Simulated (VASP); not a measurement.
# CsAg12 in VASP: single point with PBE+D3(BJ)

Aim: the single point of CsAg12 with PBE+D3(BJ).

Program: VASP 6.6.1. These are calculated values, not measurements. Logs are shortened: lines on timing, memory, paths and dates and some standing lists are left out, and cuts for length are marked.

## (1) The cell of the first run

The cell holds a slab with vacuum, 13 atoms: a = 4.989 Å, b = 4.989 Å, c = 26.055 Å, α = 90.00°, β = 90.00°, γ = 120.00°.

## (2) Single point, PBE+D3(BJ)

The input, INCAR:

```
SYSTEM = CsAg12
  PREC = Accurate
  ENCUT = 520
  EDIFF = 1E-6
  ISMEAR = 0
  SIGMA = 0.1
  LREAL = .FALSE.
  LASPH = .TRUE.
  NELM = 80
  ALGO = Normal
  ISIF = 2
  LWAVE = .FALSE.
  LCHARG = .FALSE.
  LDIPOL = .TRUE.
  IDIPOL = 3
  DIPOL = 0.5 0.5 0.481
  GGA = PE
  IVDW = 12
  NBANDS = 82
```

The input, KPOINTS:

```
Automatic mesh
0
G
  6 6 1
  0 0 0
```

The input, POSCAR:

```
CsAg12
1.0
    4.9888483879      0.0000000000      0.0000000000
   -2.4944241939      4.3204694395      0.0000000000
    0.0000000000      0.0000000000     26.0552970507
Ag Cs
12 1
Direct
    0.0000000000      0.3333333333      0.3262292494
    0.3333333333      0.0000000000      0.3262292494
    0.6666666667      0.6666666667      0.3262292494
    0.3333333333      0.3333333333      0.4164898087
    0.6666666667      0.0000000000      0.4164898087
    0.0000000000      0.6666666667      0.4164898087
    0.6684979543      0.3339489521      0.5062814519
    0.0000000000      0.0006326541      0.5067143206
    0.3315020457      0.6654509978      0.5062814519
    0.0000000000      0.3331985094      0.6002307346
    0.3387909821      0.0021231421      0.5971282984
    0.6612090179      0.6633321600      0.5971282984
    0.0000000000      0.8339025602      0.7166620967
```

Potentials or basis: VASP PAW PBE potentials, release 64 (Ag, Cs_sv).

Run with:

```console
$ cat potpaw_PBE.64/Ag/POTCAR potpaw_PBE.64/Cs_sv/POTCAR > POTCAR
$ mpirun -np 1 vasp_std > vasp.out
```

OUTCAR:

```text
SYSTEM = CsAg12
   PREC = Accurate
   ENCUT = 520
   EDIFF = 1E-6
   ISMEAR = 0
   LREAL = .FALSE.
   LASPH = .TRUE.
   NELM = 80
   ISIF = 2
   GGA = PE
   IVDW = 12
 IVDW          = 12

 ion  position               nearest neighbor table
   1  0.000  0.333  0.326-   3 2.88   2 2.88   2 2.88   3 2.88   3 2.88   2 2.88   5 2.88   4 2.88
                             6 2.88
   2  0.333  0.000  0.326-   1 2.88   3 2.88   1 2.88   3 2.88   3 2.88   1 2.88   4 2.88   6 2.88
                             5 2.88
   3  0.667  0.667  0.326-   1 2.88   2 2.88   2 2.88   2 2.88   1 2.88   1 2.88   5 2.88   6 2.88
                             4 2.88
   4  0.333  0.333  0.416-   9 2.87   7 2.87   8 2.88   6 2.88   5 2.88   5 2.88   6 2.88   5 2.88
                             6 2.88   2 2.88   1 2.88   3 2.88
   5  0.667  0.000  0.416-   7 2.87   9 2.87   8 2.88   6 2.88   4 2.88   6 2.88   4 2.88   4 2.88
                             6 2.88   3 2.88   1 2.88   2 2.88
   6  0.000  0.667  0.416-   7 2.87   9 2.87   4 2.88   5 2.88   5 2.88   4 2.88   5 2.88   4 2.88
                             2 2.88   3 2.88   1 2.88   8 2.88
   7  0.668  0.334  0.506-   9 2.86   6 2.87   5 2.87   8 2.87   4 2.87   8 2.88  11 2.89   8 2.89
                             9 2.89   9 2.89  12 2.89  10 2.96
   8  0.000  0.001  0.507-   9 2.87   7 2.87   4 2.88   5 2.88   7 2.88   9 2.88   6 2.88   9 2.89
                             7 2.89  12 2.90  11 2.90  10 2.95
   9  0.332  0.665  0.506-   7 2.86   6 2.87   4 2.87   8 2.87   5 2.87   8 2.88  12 2.89   8 2.89
                             7 2.89   7 2.89  11 2.89  10 2.96
  10  0.000  0.333  0.600-  11 2.86  12 2.86  11 2.89  12 2.89  12 2.90  11 2.90   8 2.95   9 2.96
                             7 2.96
  11  0.339  0.002  0.597-  12 2.86  12 2.86  10 2.86   7 2.89  10 2.89   9 2.89  10 2.90   8 2.90
                            12 2.93
  12  0.661  0.663  0.597-  11 2.86  11 2.86  10 2.86   9 2.89  10 2.89   7 2.89  10 2.90   8 2.90
                            11 2.93
  13  0.000  0.834  0.717-

  LATTYP: Found a hexagonal cell.
 ALAT       =     4.9888483879
 C/A-ratio  =     5.2227077323

  Lattice vectors:

 A1 = (   4.9888483879,   0.0000000000,   0.0000000000)
 A2 = (  -2.4944241939,   4.3204694395,   0.0000000000)
 A3 = (   0.0000000000,   0.0000000000,  26.0552970507)

Analysis of symmetry for initial positions (statically):
=====================================================================
 Subroutine PRICEL returns:
 Original cell was already a primitive cell.

 Routine SETGRP: Setting up the symmetry group for a
 hexagonal supercell.

 Subroutine GETGRP returns: Found  2 space group operations
 (whereof  2 operations were pure point group operations)
 out of a pool of 24 trial point group operations.

The static configuration has the point symmetry C_1h.

Analysis of symmetry for dynamics (positions and initial velocities):
=====================================================================
 Subroutine PRICEL returns:
 Original cell was already a primitive cell.

 Routine SETGRP: Setting up the symmetry group for a
 hexagonal supercell.

 Subroutine GETGRP returns: Found  2 space group operations
 (whereof  2 operations were pure point group operations)
 out of a pool of 24 trial point group operations.

The dynamic configuration has the point symmetry C_1h.

 Subroutine INISYM returns: Found  2 space group operations
 (whereof  2 operations are pure point group operations),
 and found     1 'primitive' translations

----------------------------------------------------------------------------------------

                                     Primitive cell

  volume of cell :     561.6002

  direct lattice vectors                    reciprocal lattice vectors
     4.988848388  0.000000000  0.000000000     0.200447062  0.115728165  0.000000000
    -2.494424194  4.320469440  0.000000000     0.000000000  0.231456330  0.000000000
     0.000000000  0.000000000 26.055297051     0.000000000  0.000000000  0.038379912

  length of vectors
     4.988848388  4.988848388 26.055297051     0.231456330  0.231456330  0.038379912

  position of ions in fractional coordinates (direct lattice)
     1.000000000  0.333333333  0.326229249
     0.333333333  0.000000000  0.326229249
     0.666666667  0.666666667  0.326229249
     0.333333333  0.333333333  0.416489809
     0.666666667  0.000000000  0.416489809
     1.000000000  0.666666667  0.416489809
     0.668497954  0.333948952  0.506281452
     1.000000000  0.000632654  0.506714321
     0.331502046  0.665450998  0.506281452
     1.000000000  0.333198509  0.600230735
     0.338790982  0.002123142  0.597128298
     0.661209018  0.663332160  0.597128298
     1.000000000  0.833902560  0.716662097

  ion indices of the primitive-cell ions
   primitive index   ion index
                 1           1
                 2           2
                 3           3
                 4           4
                 5           5
                 6           6
                 7           7
                 8           8
                 9           9
                10          10
                11          11
                12          12
                13          13

----------------------------------------------------------------------------------------

 KPOINTS: Automatic mesh

Automatic generation of k-mesh.
 Grid dimensions read from file:
 generate k-points for:    6    6    1

 Generating k-lattice:

  Cartesian coordinates                     Fractional coordinates (reciprocal lattice)
     0.033407844  0.019288027  0.000000000     0.166666667 -0.000000000  0.000000000
     0.000000000  0.038576055  0.000000000     0.000000000  0.166666667  0.000000000
     0.000000000  0.000000000  0.038379912     0.000000000  0.000000000  1.000000000

  Length of vectors
     0.038576055  0.038576055  0.038379912

  Shift w.r.t. Gamma in fractional coordinates (k-lattice)
     0.000000000  0.000000000  0.000000000

 Subroutine IBZKPT returns following result:
 ===========================================

 Found     13 irreducible k-points:

 Following reciprocal coordinates:
            Coordinates               Weight
  0.000000  0.000000  0.000000      1.000000
  0.166667  0.000000  0.000000      2.000000
  0.000000  0.166667  0.000000      4.000000
  0.333333  0.000000  0.000000      2.000000
  0.000000  0.333333  0.000000      4.000000
  0.500000 -0.000000  0.000000      1.000000
  0.000000  0.500000  0.000000      2.000000
  0.166667  0.166667  0.000000      4.000000
 -0.166667  0.333333  0.000000      2.000000
  0.333333  0.166667  0.000000      4.000000
 -0.166667  0.500000  0.000000      4.000000
  0.500000  0.333333  0.000000      4.000000
  0.333333  0.333333  0.000000      2.000000
   k-points           NKPTS =     13   k-points in BZ     NKDIM =     13   number of bands    NBANDS=     82
   number of dos      NEDOS =    301   number of ions     NIONS =     13
   total plane-waves  NPLWV = 313600
   dimension x,y,z NGX =    40 NGY =   40 NGZ =  196
   dimension x,y,z NGXF=    80 NGYF=   80 NGZF=  392
   ions per type =              12   1
   NGX,Y,Z   is equivalent  to a cutoff of  13.33, 13.33, 12.51 a.u.
   NGXF,Y,Z  is equivalent  to a cutoff of  26.66, 26.66, 25.01 a.u.
 SYSTEM =  CsAg12
   PREC   = accura    normal or accurate (medium, high low for compatibility)
   ISTART =      0    job   : 0-new  1-cont  2-samecut
   ICHARG =      2    charge: 1-file 2-atom 10-const
   ISPIN  =      1    spin polarized calculation?
   LNONCOLLINEAR =      F non collinear calculations
   LSORBIT =      F    spin-orbit coupling
   LASPH  =      T    aspherical Exc in radial PAW
   ENCUT  =  520.0 eV  38.22 Ry    6.18 a.u.   9.28  9.28 48.45*2*pi/ulx,y,z
   NELM   =     80;   NELMIN=  2; NELMDL= -5     # of ELM steps
   EDIFF  = 0.1E-05   stopping-criterion for ELM
   LREAL  =      F    real-space projection
   EDIFFG = 0.1E-04   stopping-criterion for IOM
   NSW    =      0    number of steps for IOM
   IBRION =     -1    ionic relax: 0-MD 1-quasi-New 2-CG
   NFREE  =      0    steps in history (QN), initial steepest desc. (CG)
   ISIF   =      2    stress and relaxation
   ISYM   =      2    0-nonsym 1-usesym 2-fastsym
   POTIM  = 0.5000    time-step for ionic-motion
   TEBEG  =    0.0;   TEEND  =   0.0 temperature during run
   PSTRESS=    0.0 pullay stress
   NELECT =     141.0000    total number of electrons
   NUPDOWN=      -1.0000    fix difference up-down
   EMIN   =  10.00;   EMAX   =-10.00  energy-range for DOS
   EFERMI =   0.00;   METHOD = LEGACY
   ISMEAR =     0;   SIGMA  =   0.10  broadening in eV -4-tet -1-fermi 0-gaus
   EFERMI_NEDOS =   21; number of points for ismear=-14 and -15
   IALGO  =     38    algorithm
   IMIX   =      4    mixing-type and parameters
     AMIX     =   0.40;   BMIX     =  1.00
     AMIX_MAG =   1.60;   BMIX_MAG =  1.00
  volume/ion in A,a.u.               =      43.20       291.53
  Fermi-wavevector in a.u.,A,eV,Ry     =   1.032774  1.951661 14.512285  1.066623
  Thomas-Fermi vector in A             =   2.166989
   LORBIT       =      0    0 simple, 1 ext, 2 COOP (PROOUT), +10 PAW based schemes
   GGA     = PE    functional components
   LHFCALC =     F    Hartree Fock is set to
   AEXX    =    0.0000 exact exchange contribution
   IVDW    =    12    specifies the selected vdW correction
   LEPSILON=     F    determine dielectric tensor
   LRPA    =     F    only Hartree local field effects (RPA)
 non-spin polarized calculation
 Gauss-broadening in eV      SIGMA  =   0.10
  energy-cutoff  :      520.00
  volume of cell :      561.60
 maximum number of plane-waves:     15138
 NGX is ok and might be reduce to    40
   NGX = 19   NGY = 19   NGZ = 97

 number of electron     140.9999996 magnetization

 dipolmoment           0.000000      0.000000     -0.309710 electrons x Angstroem

 Free energy of the ion-electron system (eV)
  ---------------------------------------------------
  ext. energy  EPLUGINS =         0.00000000
  ---------------------------------------------------
  free energy    TOTEN  =       -32.13460994 eV

  energy without entropy =      -32.11232407  energy(sigma->0) =      -32.12346700

 E-fermi :   1.4583     XC(G=0):  -5.9751

 val. band max:        1.3742793020   @ k =   0.0000   0.3333   0.0000
 cond. band min:       1.4644273360   @ k =   0.1667   0.0000   0.0000
 fundamental gap:      0.0901480339
 Fermi energy:         1.4582896013

 k-point     1 :       0.0000    0.0000    0.0000
  band No.  band energies     occupation
      1     -21.9693      2.00000
      2      -8.8616      2.00000
      3      -8.7222      2.00000
      4      -8.7065      2.00000
      5      -5.8440      2.00000
      6      -4.9597      2.00000
[... 74 lines left out ...]
     81       5.3282      0.00000
     82       5.4927      0.00000

 k-point     2 :       0.1667    0.0000    0.0000
  band No.  band energies     occupation
      1     -21.9658      2.00000
      2      -8.8496      2.00000
      3      -8.7874      2.00000
      4      -8.7213      2.00000
      5      -5.5941      2.00000
      6      -4.7357      2.00000
[... 74 lines left out ...]
     81       4.9643      0.00000
     82       5.4796      0.00000
[... 848 lines left out ...]
     81       5.1064      0.00000
     82       5.2492      0.00000

 k-point    13 :       0.3333    0.3333    0.0000
  band No.  band energies     occupation
      1     -21.9532      2.00000
      2      -8.8976      2.00000
      3      -8.8834      2.00000
      4      -8.8073      2.00000
      5      -4.5110      2.00000
      6      -4.5043      2.00000
[... 74 lines left out ...]
     81       4.8025      0.00000
     82       5.6591      0.00000

------------------------ aborting loop because EDIFF is reached ----------------------------------------

 vacuum level on the upper side and lower side of the slab       (xc-potential included)        -1.830         0.885

 Edisp (eV)   -5.81512

 E8    (eV) :    -2.6563

  FORCE on cell =-STRESS in cart. coord.  units (eV):
  Direction    XX          YY          ZZ          XY          YZ          ZX
  --------------------------------------------------------------------------------------
  -------------------------------------------------------------------------------------
  Total      -1.89256    -1.96080     0.18809     0.05909    -0.00239     0.00138
  in kB      -5.39925    -5.59392     0.53659     0.16859    -0.00682     0.00394
  external pressure =       -3.49 kB  Pullay stress =        0.00 kB

 VOLUME and BASIS-vectors are now :
 -----------------------------------------------------------------------------
  energy-cutoff  :      520.00
  volume of cell :      561.60
      direct lattice vectors                 reciprocal lattice vectors
     4.988848388  0.000000000  0.000000000     0.200447062  0.115728165  0.000000000
    -2.494424194  4.320469440  0.000000000     0.000000000  0.231456330  0.000000000
     0.000000000  0.000000000 26.055297051     0.000000000  0.000000000  0.038379912

 POSITION                                       TOTAL-FORCE (eV/Angst)
 -----------------------------------------------------------------------------------
     -0.83147      1.44016      8.50000         0.000561     -0.000972     -0.057351
      1.66295      0.00000      8.50000         0.000802      0.001114     -0.055188
      1.66295      2.88031      8.50000        -0.001366     -0.000138     -0.055188
      0.83147      1.44016     10.85177        -0.004999     -0.011552      0.074027
      3.32590      0.00000     10.85177         0.012504     -0.001447      0.074027
     -1.66295      2.88031     10.85177        -0.007365      0.012757      0.050848
      2.50202      1.44282     13.19131         0.003290      0.001328     -0.006194
     -0.00158      0.00273     13.20259        -0.000960      0.001662     -0.002582
     -0.00610      2.87506     13.19131        -0.002795     -0.002185     -0.006194
     -0.83114      1.43957     15.63919        -0.000078      0.000135     -0.004862
      1.68488      0.00917     15.55836        -0.000267     -0.001418     -0.010104
      1.64404      2.86591     15.55836         0.001362     -0.000477     -0.010104
     -2.08011      3.60285     18.67284        -0.000689      0.001194      0.008864
 -----------------------------------------------------------------------------------
    total drift:                               -0.000437      0.000756     -0.000137

  FREE ENERGIE OF THE ION-ELECTRON SYSTEM (eV)
  ---------------------------------------------------
  free  energy   TOTEN  =       -37.9497316948 eV

  energy  without entropy=      -37.9274458208  energy(sigma->0) =      -37.93858876

 vacuum level on the upper side and lower side of the slab         2.908         5.676
```

Run time: 24 min. Hardware: 1 thread of Intel Xeon Platinum 8259CL at 2.50GHz (Skylake/Cascade Lake), shared host; peak memory 0.89 GiB.

What came out:

* Free energy: -37.9497 eV
* Largest force: 0.075 eV/Å
* Band gap on the k mesh: zero (an odd number of electrons rules out a gap without spin polarisation)
* Dispersion energy per atom: -0.447 eV

Forces on the atoms (eV/Å):
```
Ag   0.001 -0.001 -0.057
Ag   0.001  0.001 -0.055
Ag  -0.001  0.000 -0.055
Ag  -0.005 -0.012  0.074
Ag   0.013 -0.001  0.074
Ag  -0.007  0.013  0.051
Ag   0.003  0.001 -0.006
Ag  -0.001  0.002 -0.003
Ag  -0.003 -0.002 -0.006
Ag   0.000  0.000 -0.005
Ag   0.000 -0.001 -0.010
Ag   0.001  0.000 -0.010
Cs  -0.001  0.001  0.009
```

Levels at points of the mesh, in eV from the Fermi level:
| k point | band 68 | band 69 | band 70 | band 71 | band 72 | band 73 |
| --- | --- | --- | --- | --- | --- | --- |
| (0.00, 0.00, 0.00) | -1.44 | -0.30 | 0.42 | 1.30 | 2.74 | 2.89 |
| (0.50, 0.00, 0.00) | -2.36 | -0.94 | -0.88 | 0.19 | 0.77 | 0.96 |
| (0.00, 0.50, 0.00) | -2.36 | -0.92 | -0.88 | 0.18 | 0.75 | 1.03 |

Caveat: spin-orbit coupling is left out, which moves the levels of the heavy elements.

The gap in the log of VASP goes by the Fermi energy; the results here count the filled bands.